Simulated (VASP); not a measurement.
# MgSe (f.balt) (Fm-3m) in VASP: notebook

The runs below take MgSe (f.balt) through single point, with PBEsol.

Program: VASP 6.6.1. These are calculated values, not measurements. Logs are shortened: lines on timing, memory, paths and dates and some standing lists are left out, and cuts for length are marked.

**1. The cell of the first run**

The structure is cubic, space group Fm-3m (No. 225). The conventional cell has a = 5.449 Å, b = 5.449 Å, c = 5.449 Å, α = 90.00°, β = 90.00°, γ = 90.00°. Within 3.6 Å of Mg (site symmetry m-3m) lie 6 Se at 2.72 Å. Se (site symmetry m-3m) has 6 Mg at 2.72 Å within 3.6 Å.

**2. Single point, PBEsol**

File INCAR:

```
PREC     = Accurate       # precision mode
ENCUT    = 600            # plane-wave cutoff, eV
EDIFF    = 1E-6           # SCF threshold, eV
ISMEAR   = 0              # smearing method
SIGMA    = 0.02           # smearing width, eV
LREAL    = F              # projectors in reciprocal space
LASPH    = T              # aspherical terms in the spheres
NELM     = 120            # most SCF steps
ALGO     = Normal         # electronic algorithm
ISIF     = 2              # what is computed and relaxed
LWAVE    = F              # write WAVECAR
LCHARG   = T              # write CHGCAR
GGA      = PS             # functional
LELF     = T              # ELF
LVHAR    = T            
NBANDS   = 11             # bands
GGA_COMPAT= F
```

File KPOINTS:

```
Automatic mesh
0
Gamma
  8 8 8
```

File POSCAR:

```
MgSe
1.0
    0.0000000000      2.7246416205      2.7246416205
    2.7246416205      0.0000000000      2.7246416205
    2.7246416205      2.7246416205      0.0000000000
Mg Se
1 1
Direct
    0.0000000000      0.0000000000      0.0000000000
    0.5000000000      0.5000000000      0.5000000000
```

Potentials or basis: VASP PAW PBE potentials, release 64 (Mg, Se).

On the command line:

```sh
$ cat potpaw_PBE.64/Mg/POTCAR potpaw_PBE.64/Se/POTCAR > POTCAR
$ mpirun -np 1 vasp_std > vasp.out
```

OUTCAR:

```text
PREC = Accurate
   ENCUT = 600
   EDIFF = 1E-6
   ISMEAR = 0
   LREAL = F
   LASPH = T
   NELM = 120
   ISIF = 2
   GGA = PS

 ion  position               nearest neighbor table
   1  0.000  0.000  0.000-   2 2.72   2 2.72   2 2.72   2 2.72   2 2.72   2 2.72
   2  0.500  0.500  0.500-   1 2.72   1 2.72   1 2.72   1 2.72   1 2.72   1 2.72

  LATTYP: Found a face centered cubic cell.
 ALAT       =     5.4492832410

  Lattice vectors:

 A1 = (   0.0000000000,   2.7246416205,   2.7246416205)
 A2 = (   2.7246416205,   0.0000000000,   2.7246416205)
 A3 = (   2.7246416205,   2.7246416205,   0.0000000000)

Analysis of symmetry for initial positions (statically):
=====================================================================
 Subroutine PRICEL returns:
 Original cell was already a primitive cell.

 Routine SETGRP: Setting up the symmetry group for a
 face centered cubic supercell.

 Subroutine GETGRP returns: Found 48 space group operations
 (whereof 48 operations were pure point group operations)
 out of a pool of 48 trial point group operations.

The static configuration has the point symmetry O_h .

Analysis of symmetry for dynamics (positions and initial velocities):
=====================================================================
 Subroutine PRICEL returns:
 Original cell was already a primitive cell.

 Routine SETGRP: Setting up the symmetry group for a
 face centered cubic supercell.

 Subroutine GETGRP returns: Found 48 space group operations
 (whereof 48 operations were pure point group operations)
 out of a pool of 48 trial point group operations.

The dynamic configuration has the point symmetry O_h .

 Subroutine INISYM returns: Found 48 space group operations
 (whereof 48 operations are pure point group operations),
 and found     1 'primitive' translations

----------------------------------------------------------------------------------------

                                     Primitive cell

  volume of cell :      40.4537

  direct lattice vectors                    reciprocal lattice vectors
     0.000000000  2.724641620  2.724641620    -0.183510373  0.183510373  0.183510373
     2.724641620  0.000000000  2.724641620     0.183510373 -0.183510373  0.183510373
     2.724641620  2.724641620  0.000000000     0.183510373  0.183510373 -0.183510373

  length of vectors
     3.853225132  3.853225132  3.853225132     0.317849290  0.317849290  0.317849290

  position of ions in fractional coordinates (direct lattice)
     0.000000000  0.000000000  0.000000000
     0.500000000  0.500000000  0.500000000

  ion indices of the primitive-cell ions
   primitive index   ion index
                 1           1
                 2           2

----------------------------------------------------------------------------------------

 KPOINTS: Automatic mesh

Automatic generation of k-mesh.
 Grid dimensions read from file:
 generate k-points for:    8    8    8

 Generating k-lattice:

  Cartesian coordinates                     Fractional coordinates (reciprocal lattice)
    -0.022938797  0.022938797  0.022938797     0.125000000  0.000000000  0.000000000
     0.022938797 -0.022938797  0.022938797     0.000000000  0.125000000  0.000000000
     0.022938797  0.022938797 -0.022938797     0.000000000  0.000000000  0.125000000

  Length of vectors
     0.039731161  0.039731161  0.039731161

  Shift w.r.t. Gamma in fractional coordinates (k-lattice)
     0.000000000  0.000000000  0.000000000

 Subroutine IBZKPT returns following result:
 ===========================================

 Found     29 irreducible k-points:

 Following reciprocal coordinates:
            Coordinates               Weight
  0.000000  0.000000  0.000000      1.000000
  0.125000  0.000000  0.000000      8.000000
  0.250000  0.000000  0.000000      8.000000
  0.375000  0.000000  0.000000      8.000000
  0.500000  0.000000  0.000000      4.000000
  0.125000  0.125000  0.000000      6.000000
[... 16 lines left out ...]
  0.500000  0.250000  0.125000     48.000000
 -0.375000  0.250000  0.125000     24.000000
 [... further k-points ...]
   k-points           NKPTS =     29   k-points in BZ     NKDIM =     29   number of bands    NBANDS=     11
   number of dos      NEDOS =    301   number of ions     NIONS =      2
   total plane-waves  NPLWV =  32768
   dimension x,y,z NGX =    32 NGY =   32 NGZ =   32
   dimension x,y,z NGXF=    64 NGYF=   64 NGZF=   64
   ions per type =               1   1
   NGX,Y,Z   is equivalent  to a cutoff of  13.81, 13.81, 13.81 a.u.
   NGXF,Y,Z  is equivalent  to a cutoff of  27.61, 27.61, 27.61 a.u.
 SYSTEM =  unknown system
   PREC   = accura    normal or accurate (medium, high low for compatibility)
   ISTART =      0    job   : 0-new  1-cont  2-samecut
   ICHARG =      2    charge: 1-file 2-atom 10-const
   ISPIN  =      1    spin polarized calculation?
   LNONCOLLINEAR =      F non collinear calculations
   LSORBIT =      F    spin-orbit coupling
   LASPH  =      T    aspherical Exc in radial PAW
   ENCUT  =  600.0 eV  44.10 Ry    6.64 a.u.   7.70  7.70  7.70*2*pi/ulx,y,z
   NELM   =    120;   NELMIN=  2; NELMDL= -5     # of ELM steps
   EDIFF  = 0.1E-05   stopping-criterion for ELM
   LREAL  =      F    real-space projection
   EDIFFG = 0.1E-04   stopping-criterion for IOM
   NSW    =      0    number of steps for IOM
   IBRION =     -1    ionic relax: 0-MD 1-quasi-New 2-CG
   NFREE  =      0    steps in history (QN), initial steepest desc. (CG)
   ISIF   =      2    stress and relaxation
   ISYM   =      2    0-nonsym 1-usesym 2-fastsym
   POTIM  = 0.5000    time-step for ionic-motion
   TEBEG  =    0.0;   TEEND  =   0.0 temperature during run
   PSTRESS=    0.0 pullay stress
   NELECT =       8.0000    total number of electrons
   NUPDOWN=      -1.0000    fix difference up-down
   EMIN   =  10.00;   EMAX   =-10.00  energy-range for DOS
   EFERMI =   0.00;   METHOD = LEGACY
   ISMEAR =     0;   SIGMA  =   0.02  broadening in eV -4-tet -1-fermi 0-gaus
   EFERMI_NEDOS =   21; number of points for ismear=-14 and -15
   IALGO  =     38    algorithm
   IMIX   =      4    mixing-type and parameters
     AMIX     =   0.40;   BMIX     =  1.00
     AMIX_MAG =   1.60;   BMIX_MAG =  1.00
  volume/ion in A,a.u.               =      20.23       136.50
  Fermi-wavevector in a.u.,A,eV,Ry     =   0.953789  1.802399 12.377392  0.909713
  Thomas-Fermi vector in A             =   2.082476
   LORBIT       =      0    0 simple, 1 ext, 2 COOP (PROOUT), +10 PAW based schemes
   GGA     = PS    functional components
   LHFCALC =     F    Hartree Fock is set to
   AEXX    =    0.0000 exact exchange contribution
   IVDW    =     0    specifies the selected vdW correction
   LEPSILON=     F    determine dielectric tensor
   LRPA    =     F    only Hartree local field effects (RPA)
 non-spin polarized calculation
 Gauss-broadening in eV      SIGMA  =   0.02
  energy-cutoff  :      600.00
  volume of cell :       40.45
 maximum number of plane-waves:      1365
   NGX = 15   NGY = 15   NGZ = 15

 number of electron       8.0000000 magnetization

 Free energy of the ion-electron system (eV)
  ---------------------------------------------------
  ext. energy  EPLUGINS =         0.00000000
  ---------------------------------------------------
  free energy    TOTEN  =        -8.10615545 eV

  energy without entropy =       -8.10615545  energy(sigma->0) =       -8.10615545

 E-fermi :   3.2961     XC(G=0):  -9.6238

 val. band max:        3.1517431708   @ k =   0.0000   0.0000   0.0000
 cond. band min:       4.9151083840   @ k =   0.5000   0.5000   0.0000
 fundamental gap:      1.7633652132
 Fermi energy:         3.2961497149

 k-point     1 :       0.0000    0.0000    0.0000
  band No.  band energies     occupation
      1      -9.8250      2.00000
      2       3.1517      2.00000
      3       3.1517      2.00000
      4       3.1517      2.00000
      5       5.6582      0.00000
      6      10.4836      0.00000
      7      10.4836      0.00000
      8      10.4836      0.00000
      9      13.0941      0.00000
     10      13.0941      0.00000
     11      13.9454      0.00000

 k-point     2 :       0.1250    0.0000    0.0000
  band No.  band energies     occupation
      1      -9.6912      2.00000
      2       1.9103      2.00000
      3       3.0489      2.00000
      4       3.0489      2.00000
      5       6.6356      0.00000
      6      10.1601      0.00000
      7      10.7138      0.00000
      8      10.7138      0.00000
      9      12.0734      0.00000
     10      12.0734      0.00000
     11      13.8554      0.00000

 k-point     3 :       0.2500    0.0000    0.0000
  band No.  band energies     occupation
      1      -9.3322      2.00000
      2       0.0997      2.00000
      3       2.8270      2.00000
      4       2.8270      2.00000
      5       7.1747      0.00000
      6      10.1658      0.00000
      7      10.1658      0.00000
      8      10.8580      0.00000
      9      12.6714      0.00000
     10      12.6714      0.00000
     11      13.0726      0.00000

 k-point     4 :       0.3750    0.0000    0.0000
  band No.  band energies     occupation
      1      -8.9023      2.00000
      2      -1.3029      2.00000
      3       2.6337      2.00000
      4       2.6337      2.00000
      5       6.9750      0.00000
      6       9.4498      0.00000
      7       9.4498      0.00000
      8      11.8376      0.00000
      9      13.3460      0.00000
     10      14.6030      0.00000
     11      14.6030      0.00000
[... 239 lines left out ...]
 k-point    22 :       0.3750    0.2500    0.1250
  band No.  band energies     occupation
      1      -9.0527      2.00000
      2      -0.1569      2.00000
      3       1.5857      2.00000
      4       2.4373      2.00000
      5       7.9801      0.00000
      6       9.0789      0.00000
      7       9.3624      0.00000
      8      11.5373      0.00000
      9      12.6189      0.00000
     10      15.5543      0.00000
     11      16.0068      0.00000

 k-point    23 :       0.5000    0.2500    0.1250
  band No.  band energies     occupation
      1      -8.6917      2.00000
      2      -0.9616      2.00000
      3       1.0318      2.00000
      4       2.0959      2.00000
      5       7.8754      0.00000
      6       8.7744      0.00000
      7      10.3057      0.00000
      8      11.4166      0.00000
      9      13.9964      0.00000
     10      15.7646      0.00000
     11      16.5210      0.00000

 k-point    24 :      -0.3750    0.2500    0.1250
  band No.  band energies     occupation
      1      -8.5222      2.00000
      2      -1.3278      2.00000
      3       0.8869      2.00000
      4       1.9181      2.00000
      5       7.8552      0.00000
      6       8.4812      0.00000
      7      10.8606      0.00000
      8      12.1553      0.00000
      9      14.1366      0.00000
     10      14.8548      0.00000
     11      17.1603      0.00000

 [... further k-points ...]
[... 5 lines left out ...]
  --------------------------------------------------------------------------------------
  -------------------------------------------------------------------------------------
  Total       -0.0096971     -0.0096971     -0.0096971     -0.0000000     -0.0000000      0.0000000
  in kB       -0.3840566     -0.3840566     -0.3840566     -0.0000000     -0.0000000      0.0000000
  external PRESSURE =      -0.3840566 kB  Pullay stress =       0.0000000 kB

 VOLUME and BASIS-vectors are now :
 -----------------------------------------------------------------------------
  energy-cutoff  :      600.00
  volume of cell :       40.45
      direct lattice vectors                 reciprocal lattice vectors
     0.000000000  2.724641620  2.724641620    -0.183510373  0.183510373  0.183510373
     2.724641620  0.000000000  2.724641620     0.183510373 -0.183510373  0.183510373
     2.724641620  2.724641620  0.000000000     0.183510373  0.183510373 -0.183510373

 POSITION                                       TOTAL-FORCE (eV/Angst)
 -----------------------------------------------------------------------------------
      0.00000      0.00000      0.00000         0.000000      0.000000     -0.000000
      2.72464      2.72464      2.72464        -0.000000     -0.000000      0.000000
 -----------------------------------------------------------------------------------
    total drift:                               -0.000000     -0.000000      0.000000

  FREE ENERGIE OF THE ION-ELECTRON SYSTEM (eV)
  ---------------------------------------------------
  free  energy   TOTEN  =        -8.1061554502 eV

  energy  without entropy=       -8.1061554502  energy(sigma->0) =       -8.10615545
```

Run time: 30 s. Hardware: 1 thread of AMD EPYC 7R13, shared host; peak memory 0.15 GiB.

What came out:

```yaml
Free_energy: -8.1062 eV
Pressure: 0.0 GPa
Band_gap_on_the_k_mesh: 1.76 eV, indirect (least direct gap 2.51 eV)
```

Caveat: the PAW data sets were made with another functional, which shifts forces and pressure a little.

(Continued in part 2 of 2.)
